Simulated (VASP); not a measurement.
## AgCl: single point with PBE

AgCl:

```
Ag Cl
1.0
     4.51974    0.00000    0.00000
    -2.25987    3.91421    0.00000
     0.00000    0.00000    5.72250
Ag Cl
2 2
Direct
  0.33333 0.66667 0.93778
  0.66667 0.33333 0.43778
  0.33333 0.66667 0.43722
  0.66667 0.33333 0.93722
```

| Item | Value |
| --- | --- |
| Program | VASP 6.6.1 |
| Task | single point |
| Functional | PBE |
| Potentials or basis | VASP PAW PBE potentials, release 64 (Ag, Cl) |
| Cutoff | 520 eV |
| k mesh | 6 × 6 × 4 |
| Occupations | fermi-dirac, width 0.02 eV |
| Spin | no spin polarisation |
| Dipole correction | no |
| Further INCAR settings | ALGO = Normal; EDIFF = 1e-06; NBANDS = 26 |

- Pressure: 1.1 GPa
- Band gap on the k mesh: 1.36 eV, indirect (least direct gap 1.39 eV)

Stress tensor (GPa, compression positive):
```
0.97 0.00 0.00
0.00 0.97 0.00
0.00 0.00 1.42
```

Levels at points of the mesh, in eV from the valence-band top:
```tsv
k point	band 16	band 17	band 18	band 19	band 20	band 21
(0.00, 0.00, 0.00)	-0.32	-0.03	-0.03	1.36	3.04	7.45
(0.50, 0.00, 0.00)	-1.39	-1.39	-1.01	4.02	4.39	6.15
(0.00, 0.00, 0.50)	-0.13	-0.13	-0.13	3.46	3.46	7.34
(0.50, 0.00, 0.50)	-1.12	-0.13	-0.13	4.82	4.82	6.27
```

It took 44 s on 1 thread of Intel(R) Xeon(R) Platinum 8488C (Sapphire Rapids) (shared host), peak memory 0.23 GiB.

A k mesh can miss the band edges.
